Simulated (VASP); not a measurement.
# HfN (Cmcm) in VASP: further runs, part 2 of 2

VASP 6.6.1.

### Step 5. Single point, PBEsol (mode 4 frozen in at -0.064 Å and mode 11 at +0.045 Å (largest displacements))

Input file INCAR:

```
SYSTEM = HfN
PREC = Accurate
ENCUT = 520
EDIFF = 1E-6
ISMEAR = 0
SIGMA = 0.15
LREAL = .FALSE.
LASPH = .TRUE.
NELM = 60
ALGO = Normal
ISIF = 2
LWAVE = .FALSE.
LCHARG = .FALSE.
GGA = PS
NBANDS = 23
```

Input file KPOINTS:

```
regular mesh
0
G
  14 14 10
  0 0 0
```

Input file POSCAR:

```
HfN
1.0
    0.0000000000     -2.2508000098     -2.2508000098
    0.0000000000      2.2508000098     -2.2508000098
    4.5016000196      0.0000000000      0.0000000000
Hf N
2 2
Direct
    0.5137918680      0.4862081320      0.5000000000
   -0.0137918680      0.0137918680      0.0000000000
    0.4823106621      0.5176893379      0.0000000000
    0.0176893379     -0.0176893379      0.5000000000
```

Potentials or basis: VASP PAW PBE potentials, release 64 (Hf_pv, N).

Command:

```console
$ cat potpaw_PBE.64/Hf_pv/POTCAR potpaw_PBE.64/N/POTCAR > POTCAR
$ mpirun -np 1 vasp_std > vasp.out
```

OUTCAR:

```text
SYSTEM = HfN
   PREC = Accurate
   ENCUT = 520
   EDIFF = 1E-6
   ISMEAR = 0
   LREAL = .FALSE.
   LASPH = .TRUE.
   NELM = 60
   ISIF = 2
   GGA = PS

 ion  position               nearest neighbor table
   1  0.514  0.486  0.500-   4 2.23   4 2.25   4 2.25   3 2.26   3 2.26   4 2.27   2 3.10   2 3.10
                             2 3.19   2 3.19   2 3.19   2 3.19   2 3.27   2 3.27
   2  0.986  0.014  0.000-   3 2.23   3 2.25   3 2.25   4 2.26   4 2.26   3 2.27   1 3.10   1 3.10
                             1 3.19   1 3.19   1 3.19   1 3.19   1 3.27   1 3.27
   3  0.482  0.518  0.000-   2 2.23   2 2.25   2 2.25   1 2.26   1 2.26   2 2.27
   4  0.018  0.982  0.500-   1 2.23   1 2.25   1 2.25   2 2.26   2 2.26   1 2.27

  LATTYP: Found a simple tetragonal cell.
 ALAT       =     3.1831119000
 C/A-ratio  =     1.4142135624

  Lattice vectors:

 A1 = (   0.0000000000,  -2.2508000098,  -2.2508000098)
 A2 = (   0.0000000000,   2.2508000098,  -2.2508000098)
 A3 = (   4.5016000196,   0.0000000000,   0.0000000000)

Analysis of symmetry for initial positions (statically):
=====================================================================
 Subroutine PRICEL returns:
 Original cell was already a primitive cell.

 Routine SETGRP: Setting up the symmetry group for a
 simple tetragonal supercell.

 Subroutine GETGRP returns: Found  8 space group operations
 (whereof  4 operations were pure point group operations)
 out of a pool of 16 trial point group operations.

The static configuration has the point symmetry C_2v.
 The point group associated with its full space group is D_2h.

Analysis of symmetry for dynamics (positions and initial velocities):
=====================================================================
 Subroutine PRICEL returns:
 Original cell was already a primitive cell.

 Routine SETGRP: Setting up the symmetry group for a
 simple tetragonal supercell.

 Subroutine GETGRP returns: Found  8 space group operations
 (whereof  4 operations were pure point group operations)
 out of a pool of 16 trial point group operations.

The dynamic configuration has the point symmetry C_2v.
 The point group associated with its full space group is D_2h.

 Subroutine INISYM returns: Found  8 space group operations
 (whereof  4 operations are pure point group operations),
 and found     1 'primitive' translations

----------------------------------------------------------------------------------------

                                     Primitive cell

  volume of cell :      45.6111

  direct lattice vectors                    reciprocal lattice vectors
     0.000000000 -2.250800010 -2.250800010     0.000000000 -0.222143237 -0.222143237
     0.000000000  2.250800010 -2.250800010     0.000000000  0.222143237 -0.222143237
     4.501600020  0.000000000  0.000000000     0.222143237  0.000000000  0.000000000

  length of vectors
     3.183111900  3.183111900  4.501600020     0.314157979  0.314157979  0.222143237

  position of ions in fractional coordinates (direct lattice)
     0.513791868  0.486208132  0.500000000
     0.986208132  0.013791868  0.000000000
     0.482310662  0.517689338  0.000000000
     0.017689338  0.982310662  0.500000000

  ion indices of the primitive-cell ions
   primitive index   ion index
                 1           1
                 2           2
                 3           3
                 4           4

----------------------------------------------------------------------------------------

 KPOINTS: regular mesh

Automatic generation of k-mesh.
 Grid dimensions read from file:
 generate k-points for:   14   14   10

 Generating k-lattice:

  Cartesian coordinates                     Fractional coordinates (reciprocal lattice)
     0.000000000 -0.015867374 -0.015867374     0.071428571  0.000000000  0.000000000
     0.000000000  0.015867374 -0.015867374     0.000000000  0.071428571  0.000000000
     0.022214324  0.000000000  0.000000000     0.000000000  0.000000000  0.100000000

  Length of vectors
     0.022439856  0.022439856  0.022214324

  Shift w.r.t. Gamma in fractional coordinates (k-lattice)
     0.000000000  0.000000000  0.000000000

 Subroutine IBZKPT returns following result:
 ===========================================

 Found    342 irreducible k-points:

 Following reciprocal coordinates:
            Coordinates               Weight
  0.000000  0.000000  0.000000      1.000000
  0.071429  0.000000  0.000000      4.000000
  0.142857  0.000000  0.000000      4.000000
  0.214286  0.000000  0.000000      4.000000
  0.285714  0.000000  0.000000      4.000000
  0.357143  0.000000  0.000000      4.000000
[... 16 lines left out ...]
 -0.142857  0.142857  0.000000      2.000000
  0.214286  0.142857  0.000000      4.000000
 [... further k-points ...]
   k-points           NKPTS =    342   k-points in BZ     NKDIM =    342   number of bands    NBANDS=     23
   number of dos      NEDOS =    301   number of ions     NIONS =      4
   total plane-waves  NPLWV =  20736
   dimension x,y,z NGX =    24 NGY =   24 NGZ =   36
   dimension x,y,z NGXF=    48 NGYF=   48 NGZF=   72
   ions per type =               2   2
   NGX,Y,Z   is equivalent  to a cutoff of  12.53, 12.53, 13.29 a.u.
   NGXF,Y,Z  is equivalent  to a cutoff of  25.07, 25.07, 26.59 a.u.
 SYSTEM =  HfN
   PREC   = accura    normal or accurate (medium, high low for compatibility)
   ISTART =      0    job   : 0-new  1-cont  2-samecut
   ICHARG =      2    charge: 1-file 2-atom 10-const
   ISPIN  =      1    spin polarized calculation?
   LNONCOLLINEAR =      F non collinear calculations
   LSORBIT =      F    spin-orbit coupling
   LASPH  =      T    aspherical Exc in radial PAW
   ENCUT  =  520.0 eV  38.22 Ry    6.18 a.u.   5.92  5.92  8.37*2*pi/ulx,y,z
   NELM   =     60;   NELMIN=  2; NELMDL= -5     # of ELM steps
   EDIFF  = 0.1E-05   stopping-criterion for ELM
   LREAL  =      F    real-space projection
   EDIFFG = 0.1E-04   stopping-criterion for IOM
   NSW    =      0    number of steps for IOM
   IBRION =     -1    ionic relax: 0-MD 1-quasi-New 2-CG
   NFREE  =      0    steps in history (QN), initial steepest desc. (CG)
   ISIF   =      2    stress and relaxation
   ISYM   =      2    0-nonsym 1-usesym 2-fastsym
   POTIM  = 0.5000    time-step for ionic-motion
   TEBEG  =    0.0;   TEEND  =   0.0 temperature during run
   PSTRESS=    0.0 pullay stress
   NELECT =      30.0000    total number of electrons
   NUPDOWN=      -1.0000    fix difference up-down
   EMIN   =  10.00;   EMAX   =-10.00  energy-range for DOS
   EFERMI =   0.00;   METHOD = LEGACY
   ISMEAR =     0;   SIGMA  =   0.15  broadening in eV -4-tet -1-fermi 0-gaus
   EFERMI_NEDOS =   21; number of points for ismear=-14 and -15
   IALGO  =     38    algorithm
   IMIX   =      4    mixing-type and parameters
     AMIX     =   0.40;   BMIX     =  1.00
     AMIX_MAG =   1.60;   BMIX_MAG =  1.00
  volume/ion in A,a.u.               =      11.40        76.95
  Fermi-wavevector in a.u.,A,eV,Ry     =   1.423721  2.690443 27.578773  2.026983
  Thomas-Fermi vector in A             =   2.544289
   LORBIT       =      0    0 simple, 1 ext, 2 COOP (PROOUT), +10 PAW based schemes
   GGA     = PS    functional components
   LHFCALC =     F    Hartree Fock is set to
   AEXX    =    0.0000 exact exchange contribution
   IVDW    =     0    specifies the selected vdW correction
   LEPSILON=     F    determine dielectric tensor
   LRPA    =     F    only Hartree local field effects (RPA)
 non-spin polarized calculation
 Gauss-broadening in eV      SIGMA  =   0.15
  energy-cutoff  :      520.00
  volume of cell :       45.61
 maximum number of plane-waves:      1272
   NGX = 11   NGY = 11   NGZ = 17

 number of electron      30.0000000 magnetization

 Free energy of the ion-electron system (eV)
  ---------------------------------------------------
  ext. energy  EPLUGINS =         0.00000000
  ---------------------------------------------------
  free energy    TOTEN  =       -45.90036646 eV

  energy without entropy =      -45.88550970  energy(sigma->0) =      -45.89293808

 E-fermi :   8.2673     XC(G=0): -12.9518

 val. band max:        8.2642513050   @ k =   0.1429   0.0714   0.2000
 cond. band min:       8.2810894322   @ k =   0.4286   0.2143   0.2000
 fundamental gap:      0.0168381272
 Fermi energy:         8.2672651233

 k-point     1 :       0.0000    0.0000    0.0000
  band No.  band energies     occupation
      1     -23.5662      2.00000
      2     -23.0501      2.00000
      3     -23.0459      2.00000
      4     -22.7290      2.00000
      5     -22.7212      2.00000
      6     -22.7179      2.00000
[... 613 lines left out ...]
     22      13.7558      0.00000
     23      13.9071      0.00000

 [... further k-points ...]
[... 5 lines left out ...]
  --------------------------------------------------------------------------------------
  -------------------------------------------------------------------------------------
  Total       -0.5017045     -0.4630442     -0.7027950      0.0000000      0.0000000      0.0000000
  in kB      -17.6233270    -16.2653093    -24.6870132      0.0000000      0.0000000      0.0000000
  external PRESSURE =     -19.5252165 kB  Pullay stress =       0.0000000 kB

 VOLUME and BASIS-vectors are now :
 -----------------------------------------------------------------------------
  energy-cutoff  :      520.00
  volume of cell :       45.61
      direct lattice vectors                 reciprocal lattice vectors
     0.000000000 -2.250800010 -2.250800010     0.000000000 -0.222143237 -0.222143237
     0.000000000  2.250800010 -2.250800010     0.000000000  0.222143237 -0.222143237
     4.501600020  0.000000000  0.000000000     0.222143237  0.000000000  0.000000000

 POSITION                                       TOTAL-FORCE (eV/Angst)
 -----------------------------------------------------------------------------------
      2.25080     -0.06209     -2.25080         0.000000      0.592368      0.000000
      0.00000     -2.18871     -2.25080         0.000000     -0.592368      0.000000
      0.00000      0.07963     -2.25080         0.000000     -0.644791      0.000000
      2.25080      2.17117     -2.25080         0.000000      0.644791      0.000000
 -----------------------------------------------------------------------------------
    total drift:                                0.000000      0.000000     -0.000000

  FREE ENERGIE OF THE ION-ELECTRON SYSTEM (eV)
  ---------------------------------------------------
  free  energy   TOTEN  =       -45.9003664644 eV

  energy  without entropy=      -45.8855096967  energy(sigma->0) =      -45.89293808
```

It took 3.3 min on 1 thread of Intel Xeon 6975P-C, shared host; peak memory 0.4 GiB.

Results:

```
Free energy            : -45.9004 eV
Pressure               : -2.0 GPa
Largest force          : 0.645 eV/Å
Band gap on the k mesh : zero (band 15 reaches 11.60 eV, above the bottom of band 16 at 5.15 eV)
```

Forces on the atoms (eV/Å):
```
Hf   0.000  0.592  0.000
Hf   0.000 -0.592  0.000
N    0.000 -0.645  0.000
N    0.000  0.645  0.000
```

Caveat: the cell differs from its parent crystal (mode 4 frozen in at -0.064 Å and mode 11 at +0.045 Å (largest displacements)); the PAW data sets were made with another functional, which shifts forces and pressure a little; spin-orbit coupling is left out, which moves the levels of the heavy elements.
